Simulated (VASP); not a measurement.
# In4TeS (Cmmm) in VASP: a series of runs, part 2 of 2

VASP 6.6.1. The steps go on from the part before.

## Step 3: Single point, PBE

This run uses another cell than the first one, of 41.60 Å³/atom.

File INCAR:

```
PREC = Accurate
ENCUT = 520
EDIFF = 1E-7
ISMEAR = 0
SIGMA = 0.1
LREAL = F
LASPH = T
NELM = 80
ALGO = Normal
ISIF = 2
LWAVE = F
LCHARG = T
GGA = PE
LELF = T
LVHAR = T
NBANDS = 41
```

File KPOINTS:

```
Automatic mesh
0
Gamma
  6 6 8
```

File POSCAR:

```
In4TeS
1.0
    5.0010015615     -5.8906308020      0.0000000000
    5.0010015615      5.8906308020      0.0000000000
    0.0000000000      0.0000000000      4.2366958133
In Te S
4 1 1
Direct
    0.8278542920      0.1721457080      0.5000000000
    0.2817123211      0.2817123211      0.0000000000
    0.7182876789      0.7182876789      0.0000000000
    0.1721457080      0.8278542920      0.5000000000
    0.5000000000      0.5000000000      0.5000000000
    0.0000000000      0.0000000000      0.0000000000
```

Potentials or basis: VASP PAW PBE potentials, release 64 (In_d, Te, S).

Run with:

```sh
cat potpaw_PBE.64/In_d/POTCAR potpaw_PBE.64/Te/POTCAR potpaw_PBE.64/S/POTCAR > POTCAR
mpirun -np 1 vasp_std > vasp.out
```

OUTCAR:

```text
PREC = Accurate
   ENCUT = 520
   EDIFF = 1E-7
   ISMEAR = 0
   LREAL = F
   LASPH = T
   NELM = 80
   ISIF = 2
   GGA = PE

 ion  position               nearest neighbor table
   1  0.828  0.172  0.500-   6 2.93   6 2.93
   2  0.282  0.282  0.000-   6 2.82   5 3.04   5 3.04
   3  0.718  0.718  0.000-   6 2.82   5 3.04   5 3.04
   4  0.172  0.828  0.500-   6 2.93   6 2.93
   5  0.500  0.500  0.500-   2 3.04   3 3.04   2 3.04   3 3.04
   6  0.000  0.000  0.000-   2 2.82   3 2.82   1 2.93   4 2.93   1 2.93   4 2.93

  LATTYP: Found a base centered orthorhombic cell.
 ALAT       =    10.0020031230
 B/A-ratio  =     1.1778902145
 C/A-ratio  =     0.4235847321

  Lattice vectors:

 A1 = (   5.0010015615,  -5.8906308020,   0.0000000000)
 A2 = (   5.0010015615,   5.8906308020,   0.0000000000)
 A3 = (   0.0000000000,   0.0000000000,   4.2366958133)

Analysis of symmetry for initial positions (statically):
=====================================================================
 Subroutine PRICEL returns:
 Original cell was already a primitive cell.

 Routine SETGRP: Setting up the symmetry group for a
 base centered orthorhombic supercell.

 Subroutine GETGRP returns: Found  8 space group operations
 (whereof  8 operations were pure point group operations)
 out of a pool of  8 trial point group operations.

The static configuration has the point symmetry D_2h.

Analysis of symmetry for dynamics (positions and initial velocities):
=====================================================================
 Subroutine PRICEL returns:
 Original cell was already a primitive cell.

 Routine SETGRP: Setting up the symmetry group for a
 base centered orthorhombic supercell.

 Subroutine GETGRP returns: Found  8 space group operations
 (whereof  8 operations were pure point group operations)
 out of a pool of  8 trial point group operations.
[... 129 lines left out ...]
     AMIX_MAG =   1.60;   BMIX_MAG =  1.00
  volume/ion in A,a.u.               =      41.60       280.75
  Fermi-wavevector in a.u.,A,eV,Ry     =   1.040023  1.965358 14.716702  1.081647
  Thomas-Fermi vector in A             =   2.174580
   LORBIT       =      0    0 simple, 1 ext, 2 COOP (PROOUT), +10 PAW based schemes
   GGA     = PE    functional components
   LHFCALC =     F    Hartree Fock is set to
   AEXX    =    0.0000 exact exchange contribution
   IVDW    =     0    specifies the selected vdW correction
   LEPSILON=     F    determine dielectric tensor
   LRPA    =     F    only Hartree local field effects (RPA)
 non-spin polarized calculation
 Gauss-broadening in eV      SIGMA  =   0.10
  energy-cutoff  :      520.00
  volume of cell :      249.62
 maximum number of plane-waves:      6746
 NGX is ok and might be reduce to    60
   NGX = 29   NGY = 29   NGZ = 15

 number of electron      64.0000022 magnetization

 Free energy of the ion-electron system (eV)
  ---------------------------------------------------
  ext. energy  EPLUGINS =         0.00000000
  ---------------------------------------------------
  free energy    TOTEN  =       -17.08109062 eV

  energy without entropy =      -17.07215287  energy(sigma->0) =      -17.07662175

 E-fermi :   3.1921     XC(G=0):  -7.6766

 val. band max:        3.1319413534   @ k =   0.3333   0.1667   0.0000
 cond. band min:       3.1959512460   @ k =  -0.3333   0.1667   0.2500
 fundamental gap:      0.0640098926
 Fermi energy:         3.1920763518

 k-point     1 :       0.0000    0.0000    0.0000
  band No.  band energies     occupation
      1     -11.5585      2.00000
      2     -11.4677      2.00000
      3     -11.4586      2.00000
      4     -11.4456      2.00000
      5     -11.4293      2.00000
      6     -11.4240      2.00000
[... 1045 lines left out ...]
     40       6.7186      0.00000
     41       7.1654      0.00000

 [... further k-points ...]

------------------------ aborting loop because EDIFF is reached ----------------------------------------

  FORCE on cell =-STRESS in cart. coord.  units (eV):
  Direction    XX          YY          ZZ          XY          YZ          ZX
  --------------------------------------------------------------------------------------
  -------------------------------------------------------------------------------------
  Total       -0.0382354     -0.0315087     -0.0353690     -0.0000000      0.0000000      0.0000000
  in kB       -0.2454142     -0.2022388     -0.2270164     -0.0000000      0.0000000      0.0000000
  external PRESSURE =      -0.2248898 kB  Pullay stress =       0.0000000 kB

 VOLUME and BASIS-vectors are now :
 -----------------------------------------------------------------------------
  energy-cutoff  :      520.00
  volume of cell :      249.62
      direct lattice vectors                 reciprocal lattice vectors
     5.001001561 -5.890630802  0.000000000     0.099979973 -0.084880553  0.000000000
     5.001001561  5.890630802  0.000000000     0.099979973  0.084880553  0.000000000
     0.000000000  0.000000000  4.236695813     0.000000000  0.000000000  0.236032995

 POSITION                                       TOTAL-FORCE (eV/Angst)
 -----------------------------------------------------------------------------------
      5.00100     -3.86254      2.11835         0.000000      0.002118      0.000000
      2.81769      0.00000      0.00000        -0.000376     -0.000000      0.000000
      7.18432      0.00000      0.00000         0.000376     -0.000000      0.000000
      5.00100      3.86254      2.11835         0.000000     -0.002118     -0.000000
      5.00100      0.00000      2.11835         0.000000     -0.000000      0.000000
      0.00000      0.00000      0.00000         0.000000      0.000000      0.000000
 -----------------------------------------------------------------------------------
    total drift:                                0.000000     -0.000000      0.000000

  FREE ENERGIE OF THE ION-ELECTRON SYSTEM (eV)
  ---------------------------------------------------
  free  energy   TOTEN  =       -17.0810906245 eV

  energy  without entropy=      -17.0721528730  energy(sigma->0) =      -17.07662175
```

stdout:

```text
POSCAR found type information on POSCAR InTeS
 POSCAR found :  3 types and       6 ions
 scaLAPACK will be used
 LDA part: xc-table for (Slater+PW92), standard interpolation
 POSCAR, INCAR and KPOINTS ok, starting setup
 FFT: planning ... GRIDC
 FFT: planning ... GRID_SOFT
 FFT: planning ... GRID
 WAVECAR not read
 entering main loop
```

Wall time 28 min (1 thread of Intel Xeon 8259CL, shared host); peak memory 0.72 GiB.

Results:

```yaml
Free_energy: -17.0811 eV
Pressure: 0.0 GPa
Band_gap_on_the_k_mesh: zero (bands 32 and 33 overlap by 1.04 eV)
```

Forces in eV/Å, atoms in the order of the input:
```
In   0.000  0.002  0.000
In   0.000  0.000  0.000
In   0.000  0.000  0.000
In   0.000 -0.002  0.000
Te   0.000  0.000  0.000
S    0.000  0.000  0.000
```

Levels at points of the mesh, in eV from the Fermi level:
```tsv
k point	band 30	band 31	band 32	band 33	band 34	band 35
(0.00, 0.00, 0.00)	-1.41	-1.03	-0.54	0.95	1.28	2.38
(0.50, 0.00, 0.00)	-1.46	-1.25	-0.29	0.18	0.58	1.85
(0.50, 0.50, 0.00)	-1.43	-0.60	0.47	0.67	1.27	1.73
(0.00, 0.00, 0.50)	-1.70	-1.56	-1.15	0.82	1.00	1.01
(0.50, 0.00, 0.50)	-2.44	-0.52	-0.32	0.25	0.86	1.78
(0.50, 0.50, 0.50)	-1.47	-1.43	-1.12	0.65	0.73	1.11
```

Caveat: spin-orbit coupling is left out, which moves the levels of the heavy elements.
